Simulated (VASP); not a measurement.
Si:

```
Si
1.0
     0.00000    2.72185    2.72185
     2.72185    0.00000    2.72185
     2.72185    2.72185    0.00000
Si
2
Direct
  0.50000 0.50000 0.50000
  0.75000 0.75000 0.75000
```

```yaml
Program: VASP 6.6.1
Task: relaxation of cell and atoms
Functional: LDA
Potentials_or_basis: VASP PAW LDA potentials, release 64 (Si)
Cutoff: 600 eV
k_mesh: 8 × 8 × 8
Occupations: fermi-dirac, width 0.05 eV
Spin: no spin polarisation
```

At the start: pressure -2.1 GPa; volume 20.16 Å³/atom.

Question: Where does the relaxation end?

Answer: Over 3 steps the energy falls by 3.0 meV/atom and the volume is 19.72 Å³/atom (-2.2 %); space group Fd-3m (No. 227, to 0.05 Å).

The path:
| step | energy change (eV) | largest force (eV/Å) | pressure (GPa) | volume (Å³) |
| --- | --- | --- | --- | --- |
| 1 | 0.0000 | 0.0000 | -2.07 | 40.33 |
| 2 | -0.0030 | 0.0000 | 1.55 | 38.83 |
| 3 | -0.0059 | 0.0000 | 0.00 | 39.44 |

Final structure:
```yaml
crystal:
  lattice:
    - [0.00000, 2.70158, 2.70158]
    - [2.70158, 0.00000, 2.70158]
    - [2.70158, 2.70158, 0.00000]
  atoms:
    - { symbol: Si, position: [0.50000, 0.50000, 0.50000] }
    - { symbol: Si, position: [0.75000, 0.75000, 0.75000] }
```
